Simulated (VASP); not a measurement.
Write the native input for VASP 6.6.1 that does the following.

* Task: single point
* Functional: PBEsol
* Potentials or basis: VASP PAW PBE potentials, release 64 (N)
* Cutoff: 520 eV
* k mesh: 6 × 6 × 4
* Occupations: gaussian, width 0.05 eV
* Spin: no spin polarisation
* Dipole correction: no
* Further INCAR settings: ALGO = Normal; EDIFF = 1e-06; NBANDS = 18

The structure of N lies in POSCAR:

```
N
1.0
    3.8338541858      0.0000000000      0.0000000000
   -1.9169270929      3.3202151193      0.0000000000
    0.0000000000      0.0000000000      7.2862436504
N
4
Direct
    0.3333333333      0.6666666667      0.3289300400
    0.3333333333      0.6666666667      0.1710699600
    0.6666666667      0.3333333333      0.8289300400
    0.6666666667      0.3333333333      0.6710699600
```

This cell differs from its parent crystal: strain -0.080 along x and y, +0.040 along z.

These files were run (other wordings do the same):

INCAR

```
PREC     = Accurate       # precision mode
ENCUT    = 520            # plane-wave cutoff, eV
EDIFF    = 1E-6           # SCF threshold, eV
ISMEAR   = 0              # smearing method
SIGMA    = 0.05           # smearing width, eV
LREAL    = False          # projectors in reciprocal space
LASPH    = True           # aspherical terms in the spheres
NELM     = 60             # most SCF steps
ALGO     = Normal         # electronic algorithm
ISIF     = 2              # what is computed and relaxed
LWAVE    = False          # write WAVECAR
LCHARG   = True           # write CHGCAR
GGA      = PS             # functional
LELF     = True           # ELF
LVHAR    = True         
NBANDS   = 18             # bands
```

KPOINTS

```
Automatic mesh
0
Gamma
  6 6 4
```

Potentials or basis: VASP PAW PBE potentials, release 64 (N).

Command:

```console
$ cat potpaw_PBE.64/N/POTCAR > POTCAR
$ mpirun -np 1 vasp_std > vasp.out
```

Results of the run:

```json
{
  "Pressure": "-6.5 GPa",
  "Largest force": "5.072 eV/Å",
  "Band gap on the k mesh": "6.42 eV, indirect (least direct gap 6.59 eV)"
}
```

Caveat: the cell differs from its parent crystal (strain -0.080 along x and y, +0.040 along z); the standard files for N, O and F lose accuracy on very short bonds; the PAW data sets were made with another functional, which shifts forces and pressure a little.

It took 15 s on 1 thread of AMD EPYC 9R45 96-Core Processor (Zen 5), on a shared host, peak memory 0.17 GiB.
